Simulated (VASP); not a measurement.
Ba3Cd, 4 atoms in the cell. It takes space group Pm-3m (No. 221, cubic). The conventional cell has a = 5.114 Å, b = 5.114 Å, c = 5.114 Å, α = 90.00°, β = 90.00°, γ = 90.00°. Ba (site symmetry 4/mmm) has 8 Ba at 3.62 Å and 4 Cd at 3.62 Å within 4.8 Å. Cd (site symmetry m-3m) has 12 Ba at 3.62 Å within 4.8 Å. 

```yaml
Program: VASP 6.6.1
Task: relaxation of cell and atoms
Functional: PBE
Potentials_or_basis: VASP PAW PBE potentials, release 64 (Ba_sv, Cd)
Cutoff: 600 eV
k_mesh: 4 × 4 × 4
Occupations: gaussian, width 0.1 eV
Spin: no spin polarisation
Dipole_correction: no
Further_INCAR_settings: ALGO = Fast; EDIFF = 1e-06; IBRION = 2; EDIFFG = -0.04; NSW = 90; ISIF = 3
```

Potentials or basis: VASP PAW PBE potentials, release 64 (Ba_sv, Cd).

Launch:

```sh
$ cat potpaw_PBE.64/Ba_sv/POTCAR potpaw_PBE.64/Cd/POTCAR > POTCAR
$ mpirun -np 1 vasp_std > vasp.out
```

Hardware: 1 thread of Intel(R) Xeon(R) Platinum 8259CL CPU @ 2.50GHz (Skylake/Cascade Lake) (shared host).

Problem. Estimate the wall time of this run.

Solution. Run time: 4.6 min on 1 thread of Intel(R) Xeon(R) Platinum 8259CL CPU @ 2.50GHz (Skylake/Cascade Lake), with other jobs on the host, peak memory 0.28 GiB. Counts: scf iterations 57, k points 10, ion steps 4.
